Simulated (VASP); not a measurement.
Set up this calculation in VASP 6.6.1, as the native input.

* Task: single point
* Functional: r2SCAN
* Potentials or basis: VASP PAW PBE potentials, release 64 (Ba_sv, O)
* Cutoff: 660 eV
* k mesh: 8 × 8 × 8
* Occupations: fermi-dirac, width 0.05 eV
* Spin: no spin polarisation
* Dipole correction: no
* Further INCAR settings: ALGO = Normal; EDIFF = 1e-06; NBANDS = 15

The system is BaO.

```
Ba O
1.0
     0.00000    2.74519    2.74519
     2.74519    0.00000    2.74519
     2.74519    2.74519    0.00000
Ba O
1 1
Direct
  0.00000 0.00000 0.00000
  0.50000 0.50000 0.50000
```

These files were run (other wordings do the same):

POSCAR

```
BaO
1.0
    0.0000000000      2.7451890000      2.7451890000
    2.7451890000      0.0000000000      2.7451890000
    2.7451890000      2.7451890000      0.0000000000
Ba O
1 1
Direct
    0.0000000000      0.0000000000      0.0000000000
    0.5000000000      0.5000000000      0.5000000000
```

INCAR.step1

```
SYSTEM = BaO
ALGO     = Normal         ! electronic algorithm
EDIFF    = 1E-5           ! SCF threshold, eV
ENCUT    = 660            ! plane-wave cutoff, eV
GGA      = PE             ! functional
GGA_COMPAT= .FALSE.      
ISMEAR   = -1             ! smearing method
LASPH    = .TRUE.         ! aspherical terms in the spheres
LCHARG   = .FALSE.        ! write CHGCAR
LREAL    = .FALSE.        ! projectors in reciprocal space
LWAVE    = .TRUE.         ! write WAVECAR
NBANDS   = 15             ! bands
NELM     = 120            ! most SCF steps
PREC     = Accurate       ! precision mode
SIGMA    = 0.05           ! smearing width, eV
```

INCAR.step2

```
SYSTEM = BaO
ALGO     = Normal         ! electronic algorithm
EDIFF    = 1E-6           ! SCF threshold, eV
ENCUT    = 660            ! plane-wave cutoff, eV
GGA_COMPAT= .FALSE.      
ISIF     = 2              ! what is computed and relaxed
ISMEAR   = -1             ! smearing method
ISTART   = 1            
LASPH    = .TRUE.         ! aspherical terms in the spheres
LCHARG   = .TRUE.         ! write CHGCAR
LELF     = .TRUE.         ! ELF
LMIXTAU  = .TRUE.       
LREAL    = .FALSE.        ! projectors in reciprocal space
LVHAR    = .TRUE.       
LWAVE    = .FALSE.        ! write WAVECAR
METAGGA  = R2SCAN         ! meta-GGA
NBANDS   = 15             ! bands
NELM     = 120            ! most SCF steps
PREC     = Accurate       ! precision mode
SIGMA    = 0.05           ! smearing width, eV
```

KPOINTS

```
k-points
0
G
  8 8 8
  0 0 0
```

Potentials or basis: VASP PAW PBE potentials, release 64 (Ba_sv, O).

Command:

```bash
$ cat potpaw_PBE.64/Ba_sv/POTCAR potpaw_PBE.64/O/POTCAR > POTCAR
$ cp INCAR.step1 INCAR
$ mpirun -np 1 vasp_std > vasp.out
$ cp INCAR.step2 INCAR
$ mpirun -np 1 vasp_std > vasp.out
```

Results of the run:

The pressure is 4.1 GPa and the band gap on the k mesh is 2.21 eV, direct.

Caveat: the PAW data sets were made with another functional, which shifts forces and pressure a little; spin-orbit coupling is left out, which moves the levels of the heavy elements.

It took 86 s on 1 thread of Intel(R) Xeon(R) Platinum 8488C (Sapphire Rapids), on a shared host, peak memory 0.23 GiB.
